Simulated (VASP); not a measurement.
# Cu (Fm-3m) in VASP: relaxation of cell and atoms with RPBE

Aim: the relaxation of cell and atoms of Cu with RPBE.

All numbers are computed with VASP 6.6.1; they aren't measurements. Logs are shortened: lines on timing, memory, paths and dates and some standing lists are left out, and cuts for length are marked.

## (1) The cell of the first run

Symmetry: Fm-3m, No. 225, cubic system. Conventional cell: a = 3.673 Å, b = 3.673 Å, c = 3.673 Å, α = 90.00°, β = 90.00°, γ = 90.00°. Cu (site symmetry m-3m) has 12 Cu at 2.60 Å within 3.4 Å.

## (2) Relaxation of cell and atoms, RPBE

Input file INCAR:

```
PREC = Accurate
ENCUT = 600
EDIFF = 1E-7
ISMEAR = -1
SIGMA = 0.15
LREAL = F
LASPH = T
NELM = 120
ALGO = Normal
ISIF = 3
LWAVE = F
LCHARG = F
GGA = RP
IBRION = 2
NSW = 80
EDIFFG = -0.001
GGA_COMPAT = F
NELMIN = 4
```

Input file KPOINTS:

```
Automatic mesh
0
Gamma
  16 16 16
```

Input file POSCAR:

```
Cu
1.0
    0.0000000000      1.8362773648      1.8362773648
    1.8362773648      0.0000000000      1.8362773648
    1.8362773648      1.8362773648      0.0000000000
Cu
1
Direct
    0.0000000000      0.0000000000      0.0000000000
```

Potentials or basis: VASP PAW PBE potentials, release 64 (Cu).

Command:

```bash
cat potpaw_PBE.64/Cu/POTCAR > POTCAR
mpirun -np 1 vasp_std > vasp.out
```

OUTCAR:

```text
PREC = Accurate
   ENCUT = 600
   EDIFF = 1E-7
   ISMEAR = -1
   LREAL = F
   LASPH = T
   NELM = 120
   ISIF = 3
   GGA = RP
   IBRION = 2
   NSW = 80
   EDIFFG = -0.001
   NELMIN = 4

 ion  position               nearest neighbor table
   1  0.000  0.000  0.000-

  LATTYP: Found a face centered cubic cell.
 ALAT       =     3.6725547296

  Lattice vectors:

 A1 = (   0.0000000000,   1.8362773648,   1.8362773648)
 A2 = (   1.8362773648,   0.0000000000,   1.8362773648)
 A3 = (   1.8362773648,   1.8362773648,   0.0000000000)

Analysis of symmetry for initial positions (statically):
=====================================================================
 Subroutine PRICEL returns:
 Original cell was already a primitive cell.

 Routine SETGRP: Setting up the symmetry group for a
 face centered cubic supercell.

 Subroutine GETGRP returns: Found 48 space group operations
 (whereof 48 operations were pure point group operations)
 out of a pool of 48 trial point group operations.

The static configuration has the point symmetry O_h .

Analysis of symmetry for dynamics (positions and initial velocities):
=====================================================================
 Subroutine PRICEL returns:
 Original cell was already a primitive cell.

 Routine SETGRP: Setting up the symmetry group for a
 face centered cubic supercell.

 Subroutine GETGRP returns: Found 48 space group operations
 (whereof 48 operations were pure point group operations)
 out of a pool of 48 trial point group operations.

The dynamic configuration has the point symmetry O_h .

 Subroutine INISYM returns: Found 48 space group operations
 (whereof 48 operations are pure point group operations),
 and found     1 'primitive' translations

----------------------------------------------------------------------------------------

                                     Primitive cell

  volume of cell :      12.3835

  direct lattice vectors                    reciprocal lattice vectors
     0.000000000  1.836277365  1.836277365    -0.272290020  0.272290020  0.272290020
     1.836277365  0.000000000  1.836277365     0.272290020 -0.272290020  0.272290020
     1.836277365  1.836277365  0.000000000     0.272290020  0.272290020 -0.272290020

  length of vectors
     2.596888354  2.596888354  2.596888354     0.471620149  0.471620149  0.471620149

  position of ions in fractional coordinates (direct lattice)
     0.000000000  0.000000000  0.000000000

  ion indices of the primitive-cell ions
   primitive index   ion index
                 1           1

----------------------------------------------------------------------------------------

 KPOINTS: Automatic mesh

Automatic generation of k-mesh.
 Grid dimensions read from file:
 generate k-points for:   16   16   16

 Generating k-lattice:

  Cartesian coordinates                     Fractional coordinates (reciprocal lattice)
    -0.017018126  0.017018126  0.017018126     0.062500000  0.000000000  0.000000000
     0.017018126 -0.017018126  0.017018126     0.000000000  0.062500000  0.000000000
     0.017018126  0.017018126 -0.017018126     0.000000000  0.000000000  0.062500000

  Length of vectors
     0.029476259  0.029476259  0.029476259

  Shift w.r.t. Gamma in fractional coordinates (k-lattice)
     0.000000000  0.000000000  0.000000000

 Subroutine IBZKPT returns following result:
 ===========================================

 Found    145 irreducible k-points:

 Following reciprocal coordinates:
            Coordinates               Weight
  0.000000  0.000000  0.000000      1.000000
  0.062500  0.000000  0.000000      8.000000
  0.125000  0.000000  0.000000      8.000000
  0.187500  0.000000  0.000000      8.000000
  0.250000  0.000000  0.000000      8.000000
  0.312500  0.000000  0.000000      8.000000
[... 16 lines left out ...]
 -0.125000  0.062500  0.000000     24.000000
 -0.062500  0.062500  0.000000     12.000000
 [... further k-points ...]
   k-points           NKPTS =    145   k-points in BZ     NKDIM =    145   number of bands    NBANDS=      9
   number of dos      NEDOS =    301   number of ions     NIONS =      1
   total plane-waves  NPLWV =  13824
   dimension x,y,z NGX =    24 NGY =   24 NGZ =   24
   dimension x,y,z NGXF=    48 NGYF=   48 NGZF=   48
   ions per type =               1
   NGX,Y,Z   is equivalent  to a cutoff of  15.36, 15.36, 15.36 a.u.
   NGXF,Y,Z  is equivalent  to a cutoff of  30.73, 30.73, 30.73 a.u.
 SYSTEM =  unknown system
   PREC   = accura    normal or accurate (medium, high low for compatibility)
   ISTART =      0    job   : 0-new  1-cont  2-samecut
   ICHARG =      2    charge: 1-file 2-atom 10-const
   ISPIN  =      1    spin polarized calculation?
   LNONCOLLINEAR =      F non collinear calculations
   LSORBIT =      F    spin-orbit coupling
   LASPH  =      T    aspherical Exc in radial PAW
   ENCUT  =  600.0 eV  44.10 Ry    6.64 a.u.   5.19  5.19  5.19*2*pi/ulx,y,z
   NELM   =    120;   NELMIN=  4; NELMDL= -5     # of ELM steps
   EDIFF  = 0.1E-06   stopping-criterion for ELM
   LREAL  =      F    real-space projection
   EDIFFG = -.1E-02   stopping-criterion for IOM
   NSW    =     80    number of steps for IOM
   IBRION =      2    ionic relax: 0-MD 1-quasi-New 2-CG
   NFREE  =      1    steps in history (QN), initial steepest desc. (CG)
   ISIF   =      3    stress and relaxation
   ISYM   =      2    0-nonsym 1-usesym 2-fastsym
   POTIM  = 0.5000    time-step for ionic-motion
   TEBEG  =    0.0;   TEEND  =   0.0 temperature during run
   PSTRESS=    0.0 pullay stress
   NELECT =      11.0000    total number of electrons
   NUPDOWN=      -1.0000    fix difference up-down
   EMIN   =  10.00;   EMAX   =-10.00  energy-range for DOS
   EFERMI =   0.00;   METHOD = LEGACY
   ISMEAR =    -1;   SIGMA  =   0.15  broadening in eV -4-tet -1-fermi 0-gaus
   EFERMI_NEDOS =   21; number of points for ismear=-14 and -15
   IALGO  =     38    algorithm
   IMIX   =      4    mixing-type and parameters
     AMIX     =   0.40;   BMIX     =  1.00
     AMIX_MAG =   1.60;   BMIX_MAG =  1.00
  volume/ion in A,a.u.               =      12.38        83.57
  Fermi-wavevector in a.u.,A,eV,Ry     =   1.573708  2.973877 33.695596  2.476556
  Thomas-Fermi vector in A             =   2.674952
   LORBIT       =      0    0 simple, 1 ext, 2 COOP (PROOUT), +10 PAW based schemes
   GGA     = RP    functional components
   LHFCALC =     F    Hartree Fock is set to
   AEXX    =    0.0000 exact exchange contribution
   IVDW    =     0    specifies the selected vdW correction
   LEPSILON=     F    determine dielectric tensor
   LRPA    =     F    only Hartree local field effects (RPA)
 conjugate gradient relaxation of ions
 non-spin polarized calculation
  energy-cutoff  :      600.00
  volume of cell :       12.38
 maximum number of plane-waves:       428
 NGX is ok and might be reduce to    24
   NGX = 11   NGY = 11   NGZ = 11

--------------------------------------- Ionic step        1  -------------------------------------------

 number of electron      11.0000002 magnetization

 Free energy of the ion-electron system (eV)
  ---------------------------------------------------
  ext. energy  EPLUGINS =         0.00000000
  ---------------------------------------------------
  free energy    TOTEN  =        -3.26710876 eV

  energy without entropy =       -3.24434259  energy(sigma->0) =       -3.25572568

------------------------ aborting loop because EDIFF is reached ----------------------------------------

  FORCE on cell =-STRESS in cart. coord.  units (eV):
  Direction    XX          YY          ZZ          XY          YZ          ZX
  --------------------------------------------------------------------------------------
  -------------------------------------------------------------------------------------
  Total        0.0604735      0.0604735      0.0604735      0.0000000     -0.0000000      0.0000000
  in kB        7.8240422      7.8240422      7.8240422      0.0000000     -0.0000000      0.0000000
  external PRESSURE =       7.8240422 kB  Pullay stress =       0.0000000 kB
[... 90 lines left out ...]
  energy  without entropy=       -3.2444726780  energy(sigma->0) =       -3.25588397

--------------------------------------- Ionic step        4  -------------------------------------------

 number of electron      11.0000003 magnetization

 Free energy of the ion-electron system (eV)
  ---------------------------------------------------
  ext. energy  EPLUGINS =         0.00000000
  ---------------------------------------------------
  free energy    TOTEN  =        -3.26729515 eV

  energy without entropy =       -3.24447056  energy(sigma->0) =       -3.25588286

 E-fermi :   7.0884     XC(G=0): -12.2794

 val. band max:        7.0793827083   @ k =   0.5000   0.3125   0.1250
 cond. band min:       7.2391576058   @ k =   0.5000   0.1250   0.0000
 fundamental gap:      0.1597748975
 Fermi energy:         7.0883739046

 k-point     1 :       0.0000    0.0000    0.0000
  band No.  band energies     occupation
      1      -1.8464      2.00000
      2       4.2273      2.00000
      3       4.2273      2.00000
      4       4.2273      2.00000
      5       4.9797      2.00000
      6       4.9797      2.00000
      7      29.1946      0.00000
      8      31.5266      0.00000
      9      31.5266      0.00000
[... 265 lines left out ...]
 k-point    24 :      -0.0625    0.0625    0.0000
  band No.  band energies     occupation
      1      -1.4832      2.00000
      2       4.1494      2.00000
      3       4.2878      2.00000
      4       4.3002      2.00000
      5       4.9224      2.00000
      6       4.9922      2.00000
      7      27.1492      0.00000
      8      28.1165      0.00000
      9      30.7243      0.00000

 [... further k-points ...]

------------------------ aborting loop because EDIFF is reached ----------------------------------------

  FORCE on cell =-STRESS in cart. coord.  units (eV):
  Direction    XX          YY          ZZ          XY          YZ          ZX
  --------------------------------------------------------------------------------------
  -------------------------------------------------------------------------------------
  Total       -0.0003334     -0.0003334     -0.0003334      0.0000000     -0.0000000      0.0000000
  in kB       -0.0428513     -0.0428513     -0.0428513      0.0000000     -0.0000000      0.0000000
  external PRESSURE =      -0.0428513 kB  Pullay stress =       0.0000000 kB
[... 16 lines left out ...]
  FREE ENERGIE OF THE ION-ELECTRON SYSTEM (eV)
  ---------------------------------------------------
  free  energy   TOTEN  =        -3.2672951533 eV

  energy  without entropy=       -3.2444705593  energy(sigma->0) =       -3.25588286

 reached required accuracy - stopping structural energy minimisation
```

Run time: 26 s. Hardware: 1 thread of AMD EPYC 9R45 (Zen 5), shared host; peak memory 0.13 GiB.

What came out:

```yaml
Free_energy: -3.2673 eV
Relaxed_volume: 12.46 Å³/atom
Relaxed_cell: a = 2.602 Å, b = 2.602 Å, c = 2.602 Å, α = 60.00°, β = 60.00°, γ = 60.00°
Space_group_after_relaxing_to_0.05_Å: Fm-3m (No. 225)
Energy_gained_by_relaxing: 0.2 meV/atom
Ionic_steps: 4
Pressure_after_relaxing: 0.0 GPa
```

Step by step:
| step | energy change (eV) | largest force (eV/Å) | pressure (GPa) | volume (Å³) |
| --- | --- | --- | --- | --- |
| 1 | 0.0000 | 0.0000 | 0.78 | 12.38 |
| 2 | -0.0002 | 0.0000 | -0.28 | 12.49 |
| 3 | -0.0002 | 0.0000 | 0.03 | 12.46 |
| 4 | -0.0002 | 0.0000 | 0.00 | 12.46 |

Final structure:
```
CELL_PARAMETERS angstrom
0.00000 1.84024 1.84024
1.84024 0.00000 1.84024
1.84024 1.84024 0.00000
ATOMIC_POSITIONS crystal
Cu 0.00000 0.00000 0.00000
```

Levels at points of the mesh, in eV from the Fermi level:
| k point | band 2 | band 3 | band 4 | band 5 | band 6 | band 7 | band 8 | band 9 |
| --- | --- | --- | --- | --- | --- | --- | --- | --- |
| (0.00, 0.00, 0.00) | -2.86 | -2.86 | -2.86 | -2.11 | -2.11 | 22.11 | 24.44 | 24.44 |
| (0.50, 0.00, 0.00) | -2.89 | -2.89 | -1.59 | -1.59 | -0.85 | 3.52 | 20.62 | 21.32 |
| (0.50, 0.50, 0.00) | -4.14 | -1.60 | -1.45 | -1.45 | 1.55 | 6.76 | 12.71 | 12.71 |

Caveat: the PAW data sets were made with another functional, which shifts forces and pressure a little. Zero-point motion and thermal expansion aren't in these numbers.
